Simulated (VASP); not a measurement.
# BH12C3N (R3m) in VASP: a series of runs

Runs on BH12C3N. Level: PBE+D3(BJ). Tasks: single point.

Everything below comes from runs of VASP 6.6.1. Logs are shortened: lines on timing, memory, paths and dates and some standing lists are left out, and cuts for length are marked.

## 1. The cell of the first run

The structure is trigonal, space group R3m (No. 160). The conventional cell has a = 8.997 Å, b = 8.997 Å, c = 5.787 Å, α = 90.00°, β = 90.00°, γ = 120.00°. B (site symmetry 3m) has 3 H at 1.22 Å and 1 N at 1.62 Å within 1.7 Å. H (site symmetry m) has 1 C at 1.10 Å within 1.5 Å. H (site symmetry 1) has 1 C at 1.09 Å within 1.5 Å. H (site symmetry m) has 1 B at 1.22 Å within 1.6 Å. C (site symmetry m) has 3 H at 1.09 to 1.10 Å and 1 N at 1.49 Å within 1.5 Å. Within 2.0 Å of N (site symmetry 3m) lie 3 C at 1.49 Å and 1 B at 1.62 Å.

## 2. Single point, PBE+D3(BJ)

Input file INCAR:

```
SYSTEM = BH12C3N
PREC = Accurate
ENCUT = 520
EDIFF = 1E-6
ISMEAR = 0
SIGMA = 0.02
LREAL = Auto
LASPH = .TRUE.
NELM = 100
ALGO = Normal
ISIF = 2
LWAVE = .FALSE.
LCHARG = .TRUE.
GGA = PE
IVDW = 12
LELF = .TRUE.
LVHAR = .TRUE.
NBANDS = 30
```

Input file KPOINTS:

```
Automatic mesh
0
G
  6 6 6
  0 0 0
```

Input file POSCAR:

```
BH12C3N
1.0
    4.4982531351      2.5970676584      1.9290806161
   -4.4982531351      2.5970676584      1.9290806161
    0.0000000000     -5.1941353169      1.9290806160
B H C N
1 12 3 1
Direct
    0.9225130323      0.9225130323      0.9225130323
    0.2754481721      0.5433104789      0.2754481721
    0.2754481721      0.2754481721      0.5433104789
    0.5433104789      0.2754481721      0.2754481721
    0.3972206531      0.8634552036      0.5957610726
    0.5957610726      0.3972206531      0.8634552036
    0.8634552036      0.5957610726      0.3972206531
    0.5957610726      0.8634552036      0.3972206531
    0.8634552036      0.3972206531      0.5957610726
    0.3972206531      0.5957610726      0.8634552036
    0.0591469091      0.0591469091      0.8342246264
    0.8342246264      0.0591469091      0.0591469091
    0.0591469091      0.8342246264      0.0591469091
    0.4647253511      0.7335776926      0.4647253511
    0.4647253511      0.4647253511      0.7335776926
    0.7335776926      0.4647253511      0.4647253511
    0.6432594468      0.6432594468      0.6432594468
```

Potentials or basis: VASP PAW PBE potentials, release 64 (B, H, C, N).

The run is started by

```sh
> cat potpaw_PBE.64/B/POTCAR potpaw_PBE.64/H/POTCAR potpaw_PBE.64/C/POTCAR potpaw_PBE.64/N/POTCAR > POTCAR
> mpirun -np 1 vasp_std > vasp.out
```

OUTCAR:

```text
SYSTEM = BH12C3N
   PREC = Accurate
   ENCUT = 520
   EDIFF = 1E-6
   ISMEAR = 0
   LREAL = Auto
   LASPH = .TRUE.
   NELM = 100
   ISIF = 2
   GGA = PE
   IVDW = 12
 IVDW          = 12

 ion  position               nearest neighbor table
   1  0.923  0.923  0.923-  11 1.22  12 1.22  13 1.22  17 1.62
   2  0.275  0.543  0.275-  14 1.10
   3  0.275  0.275  0.543-  15 1.10
   4  0.543  0.275  0.275-  16 1.10
   5  0.397  0.863  0.596-  14 1.09
   6  0.596  0.397  0.863-  15 1.09
   7  0.863  0.596  0.397-  16 1.09
   8  0.596  0.863  0.397-  14 1.09
   9  0.863  0.397  0.596-  16 1.09
  10  0.397  0.596  0.863-  15 1.09
  11  0.059  0.059  0.834-   1 1.22
  12  0.834  0.059  0.059-   1 1.22
  13  0.059  0.834  0.059-   1 1.22
  14  0.465  0.734  0.465-   8 1.09   5 1.09   2 1.10  17 1.49
  15  0.465  0.465  0.734-   6 1.09  10 1.09   3 1.10  17 1.49
  16  0.734  0.465  0.465-   7 1.09   9 1.09   4 1.10  17 1.49
  17  0.643  0.643  0.643-  15 1.49  14 1.49  16 1.49   1 1.62

  LATTYP: Found a trigonal (rhomboedric) cell.
 ALAT       =     5.5407935996
 COS(alpha) =    -0.3181773144

  Lattice vectors:

 A1 = (   4.4982531351,   2.5970676584,   1.9290806161)
 A2 = (  -4.4982531351,   2.5970676584,   1.9290806161)
 A3 = (   0.0000000000,  -5.1941353169,   1.9290806160)

Analysis of symmetry for initial positions (statically):
=====================================================================
 Subroutine PRICEL returns:
 Original cell was already a primitive cell.

 Routine SETGRP: Setting up the symmetry group for a
 trigonal (rhombohedral) supercell.

 Subroutine GETGRP returns: Found  6 space group operations
 (whereof  6 operations were pure point group operations)
 out of a pool of 12 trial point group operations.

The static configuration has the point symmetry C_3v.

Analysis of symmetry for dynamics (positions and initial velocities):
=====================================================================
 Subroutine PRICEL returns:
 Original cell was already a primitive cell.

 Routine SETGRP: Setting up the symmetry group for a
 trigonal (rhombohedral) supercell.

 Subroutine GETGRP returns: Found  6 space group operations
 (whereof  6 operations were pure point group operations)
 out of a pool of 12 trial point group operations.

The dynamic configuration has the point symmetry C_3v.

 Subroutine INISYM returns: Found  6 space group operations
 (whereof  6 operations are pure point group operations),
 and found     1 'primitive' translations

----------------------------------------------------------------------------------------

                                     Primitive cell

  volume of cell :     135.2162

  direct lattice vectors                    reciprocal lattice vectors
     4.498253135  2.597067658  1.929080616     0.111154260  0.064174942  0.172793885
    -4.498253135  2.597067658  1.929080616    -0.111154260  0.064174942  0.172793885
     0.000000000 -5.194135317  1.929080616     0.000000000 -0.128349884  0.172793885

  length of vectors
     5.540793600  5.540793600  5.540793600     0.215247345  0.215247345  0.215247345

  position of ions in fractional coordinates (direct lattice)
     0.922513032  0.922513032  0.922513032
     0.275448172  0.543310479  0.275448172
     0.275448172  0.275448172  0.543310479
     0.543310479  0.275448172  0.275448172
     0.397220653  0.863455204  0.595761073
     0.595761073  0.397220653  0.863455204
[... 9 lines left out ...]
     0.733577693  0.464725351  0.464725351
     0.643259447  0.643259447  0.643259447

  ion indices of the primitive-cell ions
   primitive index   ion index
                 1           1
                 2           2
                 3           3
                 4           4
                 5           5
                 6           6
[... 9 lines left out ...]
                16          16
                17          17

----------------------------------------------------------------------------------------

 KPOINTS: Automatic mesh

Automatic generation of k-mesh.
 Grid dimensions read from file:
 generate k-points for:    6    6    6

 Generating k-lattice:

  Cartesian coordinates                     Fractional coordinates (reciprocal lattice)
     0.018525710  0.010695824  0.028798981     0.166666667  0.000000000 -0.000000000
    -0.018525710  0.010695824  0.028798981     0.000000000  0.166666667 -0.000000000
     0.000000000 -0.021391647  0.028798981     0.000000000  0.000000000  0.166666667

  Length of vectors
     0.035874557  0.035874557  0.035874557

  Shift w.r.t. Gamma in fractional coordinates (k-lattice)
     0.000000000  0.000000000  0.000000000

 Subroutine IBZKPT returns following result:
 ===========================================

 Found     32 irreducible k-points:

 Following reciprocal coordinates:
            Coordinates               Weight
  0.000000  0.000000  0.000000      1.000000
  0.166667 -0.000000  0.000000      6.000000
  0.333333 -0.000000  0.000000      6.000000
  0.500000  0.000000  0.000000      3.000000
  0.166667  0.166667  0.000000      6.000000
  0.333333  0.166667  0.000000     12.000000
[... 16 lines left out ...]
  0.500000  0.500000  0.166667      6.000000
 -0.333333  0.500000  0.166667     12.000000
 [... further k-points ...]
   k-points           NKPTS =     32   k-points in BZ     NKDIM =     32   number of bands    NBANDS=     30
   number of dos      NEDOS =    301   number of ions     NIONS =     17
   total plane-waves  NPLWV =  74088
   dimension x,y,z NGX =    42 NGY =   42 NGZ =   42
   dimension x,y,z NGXF=    84 NGYF=   84 NGZF=   84
   ions per type =               1  12   3   1
   NGX,Y,Z   is equivalent  to a cutoff of  12.60, 12.60, 12.60 a.u.
   NGXF,Y,Z  is equivalent  to a cutoff of  25.20, 25.20, 25.20 a.u.
 SYSTEM =  BH12C3N
   PREC   = accura    normal or accurate (medium, high low for compatibility)
   ISTART =      0    job   : 0-new  1-cont  2-samecut
   ICHARG =      2    charge: 1-file 2-atom 10-const
   ISPIN  =      1    spin polarized calculation?
   LNONCOLLINEAR =      F non collinear calculations
   LSORBIT =      F    spin-orbit coupling
   LASPH  =      T    aspherical Exc in radial PAW
   ENCUT  =  520.0 eV  38.22 Ry    6.18 a.u.  10.30 10.30 10.30*2*pi/ulx,y,z
   NELM   =    100;   NELMIN=  2; NELMDL= -5     # of ELM steps
   EDIFF  = 0.1E-05   stopping-criterion for ELM
   LREAL  =      T    real-space projection
   EDIFFG = 0.1E-04   stopping-criterion for IOM
   NSW    =      0    number of steps for IOM
   IBRION =     -1    ionic relax: 0-MD 1-quasi-New 2-CG
   NFREE  =      0    steps in history (QN), initial steepest desc. (CG)
   ISIF   =      2    stress and relaxation
   ISYM   =      2    0-nonsym 1-usesym 2-fastsym
   POTIM  = 0.5000    time-step for ionic-motion
   TEBEG  =    0.0;   TEEND  =   0.0 temperature during run
   PSTRESS=    0.0 pullay stress
   NELECT =      32.0000    total number of electrons
   NUPDOWN=      -1.0000    fix difference up-down
   EMIN   =  10.00;   EMAX   =-10.00  energy-range for DOS
   EFERMI =   0.00;   METHOD = LEGACY
   ISMEAR =     0;   SIGMA  =   0.02  broadening in eV -4-tet -1-fermi 0-gaus
   EFERMI_NEDOS =   21; number of points for ismear=-14 and -15
   IALGO  =     38    algorithm
   IMIX   =      4    mixing-type and parameters
     AMIX     =   0.40;   BMIX     =  1.00
     AMIX_MAG =   1.60;   BMIX_MAG =  1.00
  volume/ion in A,a.u.               =       7.95        53.68
  Fermi-wavevector in a.u.,A,eV,Ry     =   1.012625  1.913583 13.951536  1.025409
  Thomas-Fermi vector in A             =   2.145745
   LORBIT       =      0    0 simple, 1 ext, 2 COOP (PROOUT), +10 PAW based schemes
   GGA     = PE    functional components
   LHFCALC =     F    Hartree Fock is set to
   AEXX    =    0.0000 exact exchange contribution
   IVDW    =    12    specifies the selected vdW correction
   LEPSILON=     F    determine dielectric tensor
   LRPA    =     F    only Hartree local field effects (RPA)
 non-spin polarized calculation
 Gauss-broadening in eV      SIGMA  =   0.02
  energy-cutoff  :      520.00
  volume of cell :      135.22
 maximum number of plane-waves:      3661
 NGX is ok and might be reduce to    42
   NGX = 21   NGY = 21   NGZ = 21

 number of electron      31.9999999 magnetization

 Free energy of the ion-electron system (eV)
  ---------------------------------------------------
  ext. energy  EPLUGINS =         0.00000000
  ---------------------------------------------------
  free energy    TOTEN  =       -86.10868035 eV

  energy without entropy =      -86.10868035  energy(sigma->0) =      -86.10868035

 E-fermi :  -2.4281     XC(G=0):  -7.6901

 val. band max:       -2.5863628155   @ k =   0.5000   0.5000   0.5000
 cond. band min:       3.8133026472   @ k =   0.0000   0.0000   0.0000
 fundamental gap:      6.3996654627
 Fermi energy:        -2.4280701629

 k-point     1 :       0.0000    0.0000    0.0000
  band No.  band energies     occupation
      1     -20.1897      2.00000
      2     -13.7789      2.00000
      3     -13.7789      2.00000
      4     -11.6730      2.00000
      5      -9.4103      2.00000
      6      -7.9099      2.00000
[... 20 lines left out ...]
     27       9.1696      0.00000
     28       9.1696      0.00000

 k-point     2 :       0.1667   -0.0000    0.0000
  band No.  band energies     occupation
      1     -20.1858      2.00000
      2     -13.8191      2.00000
      3     -13.7791      2.00000
      4     -11.6489      2.00000
      5      -9.4156      2.00000
      6      -7.9528      2.00000
[... 674 lines left out ...]
 k-point    24 :      -0.3333    0.5000    0.1667
  band No.  band energies     occupation
      1     -20.1654      2.00000
      2     -13.9707      2.00000
      3     -13.8624      2.00000
      4     -11.4121      2.00000
      5      -9.3264      2.00000
      6      -8.1656      2.00000
[... 20 lines left out ...]
     27       9.0933      0.00000
     28       9.4147      0.00000

 [... further k-points ...]

 [bands above 28 left out]

------------------------ aborting loop because EDIFF is reached ----------------------------------------

 Edisp (eV)   -0.89180

 E8    (eV) :    -0.2031

  FORCE on cell =-STRESS in cart. coord.  units (eV):
  Direction    XX          YY          ZZ          XY          YZ          ZX
  --------------------------------------------------------------------------------------
  -------------------------------------------------------------------------------------
  Total      -0.08378    -0.08378    -0.12286    -0.00000     0.00000     0.00000
  in kB      -0.99269    -0.99269    -1.45575    -0.00000     0.00000     0.00000
  external pressure =       -1.15 kB  Pullay stress =        0.00 kB

 VOLUME and BASIS-vectors are now :
 -----------------------------------------------------------------------------
  energy-cutoff  :      520.00
  volume of cell :      135.22
      direct lattice vectors                 reciprocal lattice vectors
     4.498253135  2.597067658  1.929080616     0.111154260  0.064174942  0.172793885
    -4.498253135  2.597067658  1.929080616    -0.111154260  0.064174942  0.172793885
     0.000000000 -5.194135317  1.929080616     0.000000000 -0.128349884  0.172793885

 POSITION                                       TOTAL-FORCE (eV/Angst)
 -----------------------------------------------------------------------------------
      0.00000     -0.00000      5.33881         0.000000      0.000000     -0.012970
     -1.20491      0.69566      2.11081        -0.001639      0.000946     -0.022603
      0.00000     -1.39131      2.11081         0.000000     -0.001892     -0.022603
      1.20491      0.69566      2.11081         0.001639      0.000946     -0.022603
     -2.09724      0.17960      3.58122        -0.019386     -0.008783      0.005996
      0.89309     -1.90606      3.58122         0.017299     -0.012398      0.005996
[... 9 lines left out ...]
      1.20937      0.69823      3.20812         0.023233      0.013414     -0.001110
      0.00000     -0.00000      3.72270         0.000000     -0.000000      0.036640
 -----------------------------------------------------------------------------------
    total drift:                               -0.000000      0.000000      0.003385

  FREE ENERGIE OF THE ION-ELECTRON SYSTEM (eV)
  ---------------------------------------------------
  free  energy   TOTEN  =       -87.0004778534 eV

  energy  without entropy=      -87.0004778534  energy(sigma->0) =      -87.00047785
```

Run time: 91 s. Hardware: 1 thread of AMD EPYC 9R45 (Zen 5), shared host; peak memory 0.27 GiB.

What came out:

```yaml
Free_energy: -87.0005 eV
Pressure: -0.1 GPa
Largest_force: 0.037 eV/Å
Band_gap_on_the_k_mesh: 6.40 eV (least direct gap 6.50 eV)
Dispersion_energy_per_atom: -0.052 eV
```

Forces in eV/Å, atoms in the order of the input:
```
B    0.000  0.000 -0.013
H   -0.002  0.001 -0.023
H    0.000 -0.002 -0.023
H    0.002  0.001 -0.023
H   -0.019 -0.009  0.006
H    0.017 -0.012  0.006
H    0.002  0.021  0.006
H   -0.002  0.021  0.006
H    0.019 -0.009  0.006
H   -0.017 -0.012  0.006
H    0.000  0.011  0.004
H   -0.009 -0.005  0.004
H    0.009 -0.005  0.004
C   -0.023  0.013 -0.001
C    0.000 -0.027 -0.001
C    0.023  0.013 -0.001
N    0.000  0.000  0.037
```

Levels at points of the mesh, in eV from the valence-band top:
```csv
k point,band 13,band 14,band 15,band 16,band 17,band 18,band 19,band 20
"(0.00, 0.00, 0.00)",-2.25,-0.72,-0.11,-0.11,6.40,8.00,8.00,8.50
"(0.50, 0.00, 0.00)",-2.25,-1.62,-0.12,-0.03,6.61,7.83,8.13,8.32
"(0.50, 0.50, 0.00)",-2.44,-0.92,-0.34,-0.18,7.04,7.80,8.17,8.26
"(0.50, 0.50, 0.50)",-2.19,-1.58,0.00,0.00,6.88,7.35,7.35,8.60
```

## 3. Single point, PBE+D3(BJ)

This run uses another cell than the first one, of 8.08 Å³/atom.

Input file INCAR:

```
SYSTEM = BH12C3N
  PREC = Accurate
  ENCUT = 520
  EDIFF = 1E-7
  ISMEAR = 0
  SIGMA = 0.1
  LREAL = Auto
  LASPH = .TRUE.
  NELM = 80
  ALGO = Normal
  ISIF = 2
  LWAVE = .FALSE.
  LCHARG = .FALSE.
  GGA = PE
  IVDW = 12
  NBANDS = 30
```

KPOINTS is that of step 2.

Input file POSCAR:

```
BH12C3N
1.0
    4.5242317211      2.6120664020      1.9376886989
   -4.5242317211      2.6120664020      1.9376886989
    0.0000000000     -5.2241328041      1.9376886989
B H C N
1 12 3 1
Direct
    0.9215505342      0.9215505342      0.9215505342
    0.2770628662      0.5436091914      0.2770628662
    0.2770628662      0.2770628662      0.5436091914
    0.5436091914      0.2770628662      0.2770628662
    0.3985168537      0.8622474917      0.5959307863
    0.5959307863      0.3985168537      0.8622474917
    0.8622474917      0.5959307863      0.3985168537
    0.5959307863      0.8622474917      0.3985168537
    0.8622474917      0.3985168537      0.5959307863
    0.3985168537      0.5959307863      0.8622474917
    0.0574299277      0.0574299277      0.8336508634
    0.8336508634      0.0574299277      0.0574299277
    0.0574299277      0.8336508634      0.0574299277
    0.4655188828      0.7329679980      0.4655188828
    0.4655188828      0.4655188828      0.7329679980
    0.7329679980      0.4655188828      0.4655188828
    0.6432077961      0.6432077961      0.6432077961
```

Potentials or basis: VASP PAW PBE potentials, release 64 (B, H, C, N).

The run is started by

```sh
> cat potpaw_PBE.64/B/POTCAR potpaw_PBE.64/H/POTCAR potpaw_PBE.64/C/POTCAR potpaw_PBE.64/N/POTCAR > POTCAR
> mpirun -np 1 vasp_std > vasp.out
```

It took 1.7 min on 1 thread of AMD EPYC 9R45 (Zen 5), shared host; peak memory 0.28 GiB.

It converged, with:

```
Free energy                : -86.9992 eV
Pressure                   : -0.3 GPa
Largest force              : 0.038 eV/Å
Band gap on the k mesh     : 6.35 eV (least direct gap 6.45 eV)
Dispersion energy per atom : -0.052 eV
```

Forces on the atoms (eV/Å):
```
B    0.000  0.000 -0.022
H   -0.001  0.001 -0.029
H    0.000 -0.001 -0.029
H    0.001  0.001 -0.029
H   -0.016 -0.008  0.005
H    0.015 -0.010  0.005
H    0.001  0.018  0.005
H   -0.001  0.018  0.005
H    0.016 -0.008  0.005
H   -0.015 -0.010  0.005
H    0.000  0.004  0.003
H   -0.003 -0.002  0.003
H    0.003 -0.002  0.003
C   -0.017  0.010  0.012
C    0.000 -0.020  0.012
C    0.017  0.010  0.012
N    0.000  0.000  0.038
```

Levels at points of the mesh, in eV from the valence-band top:
| k point | band 12 | band 13 | band 14 | band 15 | band 16 | band 17 | band 18 | band 19 | band 20 | band 21 |
| --- | --- | --- | --- | --- | --- | --- | --- | --- | --- | --- |
| (0.00, 0.00, 0.00) | -2.27 | -2.27 | -0.73 | -0.10 | -0.10 | 6.35 | 8.01 | 8.01 | 8.46 | 8.70 |
| (0.50, 0.00, 0.00) | -2.72 | -2.27 | -1.61 | -0.11 | -0.03 | 6.61 | 7.78 | 8.11 | 8.26 | 8.98 |
| (0.50, 0.50, 0.00) | -2.54 | -2.45 | -0.92 | -0.33 | -0.17 | 7.02 | 7.78 | 8.11 | 8.24 | 9.01 |
| (0.50, 0.50, 0.50) | -2.93 | -2.21 | -1.56 | 0.00 | 0.00 | 6.87 | 7.32 | 7.32 | 8.55 | 8.55 |

A k mesh can miss the band edges. Expect the measured gap to be larger: semilocal functionals such as PBE lack the derivative discontinuity.
